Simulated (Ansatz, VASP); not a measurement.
## Be2CdF6 in VASP and in Ansatz

```
Be Cd F
1.0
     0.00000    3.54008    3.54008
     3.54008    0.00000    3.54008
     3.54008    3.54008    0.00000
Be Cd F
2 1 6
Direct
  0.75000 0.75000 0.75000
  0.25000 0.25000 0.25000
  0.00000 0.00000 0.00000
  0.50000 0.00000 0.00000
  0.00000 0.50000 0.50000
  0.00000 0.50000 0.00000
  0.50000 0.00000 0.50000
  0.00000 0.00000 0.50000
  0.50000 0.50000 0.00000
```

Change from the starting cell: ordered vacancies on the A sites of perovskite (Fm-3m, No. 225).

Alike in both runs: task relaxation of cell and atoms; functional PBE; k mesh 6 × 6 × 6; occupations gaussian, width 0.02 eV; no spin polarisation.

```csv
,VASP,Ansatz
version,VASP 6.6.1,Ansatz 0.2.0
potentials or method,"VASP PAW PBE potentials, release 64 (Be, Cd, F), cutoff 600 eV","scalar-relativistic, plane waves, PAW"
valence electrons in the cell,58,66
```

```csv
,VASP,Ansatz,Ansatz less VASP
"gap on the k mesh at the Fermi level, each at its own relaxed structure (eV)",3.23,3.26,+0.033
relaxed volume (Å³/atom),9.86,9.86,0.000
relaxed cell length with the largest relative difference (Å),5.006,5.006,0.0000
```

VASP's potentials hold 58 valence electrons a cell and Ansatz's 66, so a difference there can come from the potentials and not from the codes.

Noted on VASP's run: the relaxation stopped at its first step, so nothing moved.
